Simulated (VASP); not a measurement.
# ScAl3 (P-6m2) in VASP: further runs

The runs below take ScAl3 through single point, relaxation of cell and atoms, with PBE.

Everything below comes from runs of VASP 6.6.1. Logs are shortened: lines on timing, memory, paths and dates and some standing lists are left out, and cuts for length are marked.

**1. The cell of the first run**

The structure is hexagonal, space group P-6m2 (No. 187). Conventional cell: a = 3.011 Å, b = 3.011 Å, c = 9.435 Å, α = 90.00°, β = 90.00°, γ = 120.00°. Sc (site symmetry -6m2) has 6 Al at 3.00 Å and 6 Sc at 3.01 Å within 3.9 Å. Within 3.8 Å of Al (site symmetry 3m) lie 9 Al at 2.87 to 3.01 Å and 3 Sc at 3.00 Å. Within 3.8 Å of Al (site symmetry -6m2) lie 12 Al at 2.87 to 3.01 Å.

**2. Single point, PBE**

INCAR

```
ALGO = Normal
EDIFF = 1E-6
ENCUT = 520
GGA = PE
ISIF = 2
ISMEAR = 0
LASPH = T
LCHARG = T
LELF = T
LREAL = F
LVHAR = T
LWAVE = F
NBANDS = 18
NELM = 100
PREC = Accurate
SIGMA = 0.1
```

KPOINTS

```
k-points
0
Gamma
  6 6 2
```

POSCAR

```
ScAl3
1.0
    3.0106163601     -0.0000000030      0.0000000000
   -1.5053081774      2.6072702504      0.0000000000
    0.0000000000      0.0000000000      9.4350894376
Sc Al
1 3
Direct
    0.6666666667      0.3333333333      0.0000000000
    0.3333333333      0.6666666667      0.7414128725
    0.3333333333      0.6666666667      0.2585871275
    0.6666666667      0.3333333333      0.5000000000
```

Potentials or basis: VASP PAW PBE potentials, release 64 (Sc_sv, Al).

Command:

```
> cat potpaw_PBE.64/Sc_sv/POTCAR potpaw_PBE.64/Al/POTCAR > POTCAR
> mpirun -np 1 vasp_std > vasp.out
```

OUTCAR:

```text
EDIFF = 1E-6
   ENCUT = 520
   GGA = PE
   ISIF = 2
   ISMEAR = 0
   LASPH = T
   LREAL = F
   NELM = 100
   PREC = Accurate

 ion  position               nearest neighbor table
   1  0.667  0.333  0.000-   2 3.00   3 3.00   2 3.00   3 3.00   2 3.00   3 3.00
   2  0.333  0.667  0.741-   4 2.87   4 2.87   4 2.87   1 3.00   1 3.00   1 3.00
   3  0.333  0.667  0.259-   4 2.87   4 2.87   4 2.87   1 3.00   1 3.00   1 3.00
   4  0.667  0.333  0.500-   2 2.87   3 2.87   2 2.87   3 2.87   2 2.87   3 2.87

  LATTYP: Found a hexagonal cell.
 ALAT       =     3.0106163601
 C/A-ratio  =     3.1339394692

  Lattice vectors:

 A1 = (   3.0106163601,  -0.0000000030,   0.0000000000)
 A2 = (  -1.5053081774,   2.6072702504,   0.0000000000)
 A3 = (   0.0000000000,   0.0000000000,   9.4350894376)

Analysis of symmetry for initial positions (statically):
=====================================================================
 Subroutine PRICEL returns:
 Original cell was already a primitive cell.

 Routine SETGRP: Setting up the symmetry group for a
 hexagonal supercell.

 Subroutine GETGRP returns: Found 12 space group operations
 (whereof 12 operations were pure point group operations)
 out of a pool of 24 trial point group operations.

The static configuration has the point symmetry D_3h.

Analysis of symmetry for dynamics (positions and initial velocities):
=====================================================================
 Subroutine PRICEL returns:
 Original cell was already a primitive cell.

 Routine SETGRP: Setting up the symmetry group for a
 hexagonal supercell.

 Subroutine GETGRP returns: Found 12 space group operations
 (whereof 12 operations were pure point group operations)
 out of a pool of 24 trial point group operations.

The dynamic configuration has the point symmetry D_3h.

 Subroutine INISYM returns: Found 12 space group operations
 (whereof 12 operations are pure point group operations),
 and found     1 'primitive' translations

----------------------------------------------------------------------------------------

                                     Primitive cell

  volume of cell :      74.0606

[... 76 lines left out ...]
   LNONCOLLINEAR =      F non collinear calculations
   LSORBIT =      F    spin-orbit coupling
   LASPH  =      T    aspherical Exc in radial PAW
   ENCUT  =  520.0 eV  38.22 Ry    6.18 a.u.   5.60  5.60 17.54*2*pi/ulx,y,z
   NELM   =    100;   NELMIN=  2; NELMDL= -5     # of ELM steps
   EDIFF  = 0.1E-05   stopping-criterion for ELM
   LREAL  =      F    real-space projection
   EDIFFG = 0.1E-04   stopping-criterion for IOM
   NSW    =      0    number of steps for IOM
   IBRION =     -1    ionic relax: 0-MD 1-quasi-New 2-CG
   NFREE  =      0    steps in history (QN), initial steepest desc. (CG)
   ISIF   =      2    stress and relaxation
   ISYM   =      2    0-nonsym 1-usesym 2-fastsym
   POTIM  = 0.5000    time-step for ionic-motion
   TEBEG  =    0.0;   TEEND  =   0.0 temperature during run
   PSTRESS=    0.0 pullay stress
   NELECT =      20.0000    total number of electrons
   NUPDOWN=      -1.0000    fix difference up-down
   EMIN   =  10.00;   EMAX   =-10.00  energy-range for DOS
   EFERMI =   0.00;   METHOD = LEGACY
   ISMEAR =     0;   SIGMA  =   0.10  broadening in eV -4-tet -1-fermi 0-gaus
   EFERMI_NEDOS =   21; number of points for ismear=-14 and -15
   IALGO  =     38    algorithm
   IMIX   =      4    mixing-type and parameters
     AMIX     =   0.40;   BMIX     =  1.00
     AMIX_MAG =   1.60;   BMIX_MAG =  1.00
  volume/ion in A,a.u.               =      18.52       124.95
  Fermi-wavevector in a.u.,A,eV,Ry     =   1.058171  1.999652 15.234782  1.119725
  Thomas-Fermi vector in A             =   2.193470
   LORBIT       =      0    0 simple, 1 ext, 2 COOP (PROOUT), +10 PAW based schemes
   GGA     = PE    functional components
   LHFCALC =     F    Hartree Fock is set to
   AEXX    =    0.0000 exact exchange contribution
   IVDW    =     0    specifies the selected vdW correction
   LEPSILON=     F    determine dielectric tensor
   LRPA    =     F    only Hartree local field effects (RPA)
 non-spin polarized calculation
 Gauss-broadening in eV      SIGMA  =   0.10
  energy-cutoff  :      520.00
  volume of cell :       74.06
 maximum number of plane-waves:      2040
 NGX is ok and might be reduce to    24
   NGX = 11   NGY = 11   NGZ = 35

 number of electron      20.0000000 magnetization

 Free energy of the ion-electron system (eV)
  ---------------------------------------------------
  ext. energy  EPLUGINS =         0.00000000
  ---------------------------------------------------
  free energy    TOTEN  =       -17.83793570 eV

  energy without entropy =      -17.82837869  energy(sigma->0) =      -17.83315720

 E-fermi :   6.7760     XC(G=0): -10.1100

 val. band max:        6.7746865458   @ k =   0.3333   0.3333   0.0000
 cond. band min:       6.8804660888   @ k =   0.3333   0.1667   0.5000
 fundamental gap:      0.1057795430
 Fermi energy:         6.7759762232

 k-point     1 :       0.0000    0.0000    0.0000
  band No.  band energies     occupation
      1     -42.4953      2.00000
      2     -21.2308      2.00000
      3     -20.7875      2.00000
      4     -20.7875      2.00000
      5      -3.6206      2.00000
      6      -1.8825      2.00000
[... 271 lines left out ...]
      5       3.1498      2.00000
      6       3.4161      2.00000
[... 10 lines left out ...]
     17       9.9669      0.00000
     18      10.7465      0.00000

------------------------ aborting loop because EDIFF is reached ----------------------------------------

  FORCE on cell =-STRESS in cart. coord.  units (eV):
  Direction    XX          YY          ZZ          XY          YZ          ZX
  --------------------------------------------------------------------------------------
  -------------------------------------------------------------------------------------
  Total       -0.0018835     -0.0018835     -0.1421919     -0.0000000      0.0000000     -0.0000000
  in kB       -0.0407460     -0.0407460     -3.0760831     -0.0000000      0.0000000     -0.0000000
  external PRESSURE =      -1.0525250 kB  Pullay stress =       0.0000000 kB

 VOLUME and BASIS-vectors are now :
 -----------------------------------------------------------------------------
  energy-cutoff  :      520.00
  volume of cell :       74.06
      direct lattice vectors                 reciprocal lattice vectors
     3.010616360 -0.000000003  0.000000000     0.332157898  0.191771451  0.000000000
    -1.505308177  2.607270250  0.000000000     0.000000000  0.383542903  0.000000000
     0.000000000  0.000000000  9.435089438     0.000000000  0.000000000  0.105987337

 POSITION                                       TOTAL-FORCE (eV/Angst)
 -----------------------------------------------------------------------------------
      1.50531      0.86909      0.00000         0.000000      0.000000      0.000000
      0.00000      1.73818      6.99530        -0.000000      0.000000     -0.026206
      0.00000      1.73818      2.43979        -0.000000     -0.000000      0.026206
      1.50531      0.86909      4.71754        -0.000000      0.000000      0.000000
 -----------------------------------------------------------------------------------
    total drift:                               -0.000000      0.000000      0.000000

  FREE ENERGIE OF THE ION-ELECTRON SYSTEM (eV)
  ---------------------------------------------------
  free  energy   TOTEN  =       -17.8379357021 eV

  energy  without entropy=      -17.8283786919  energy(sigma->0) =      -17.83315720
```

Run time: 32 s. Hardware: 1 thread of Oxide Virtual Turin-like, shared host; peak memory 0.15 GiB.

Results:

```
Free energy            : -17.8379 eV
Pressure               : -0.1 GPa
Largest force          : 0.026 eV/Å
Band gap on the k mesh : zero (band 10 reaches 7.86 eV, above the bottom of band 11 at 5.49 eV)
```

Forces in eV/Å, atoms in the order of the input:
```
Sc   0.000  0.000  0.000
Al   0.000  0.000 -0.026
Al   0.000  0.000  0.026
Al   0.000  0.000  0.000
```

Stress tensor (GPa, compression positive):
```
 0.00  0.00  0.00
 0.00  0.00  0.00
 0.00  0.00 -0.31
```

Levels at points of the mesh, in eV from the Fermi level:
```
           k point  band 7  band 8  band 9  band 10  band 11  band 12  band 13  band 14
(0.00, 0.00, 0.00)   -6.99   -3.14   -2.57     1.09     1.78     1.78     3.37     3.37
(0.50, 0.00, 0.00)   -3.81   -3.57   -2.35    -1.60    -0.49    -0.37     2.07     2.44
(0.00, 0.00, 0.50)   -6.11   -4.82   -1.09     0.93     1.78     1.78     3.37     3.37
(0.50, 0.00, 0.50)   -4.02   -3.41   -2.50    -1.36    -0.73     0.49     1.15     2.36
```

Caveat: the k points lie up to 0.40 Å⁻¹ apart.

(Continued in part 2 of 2.)
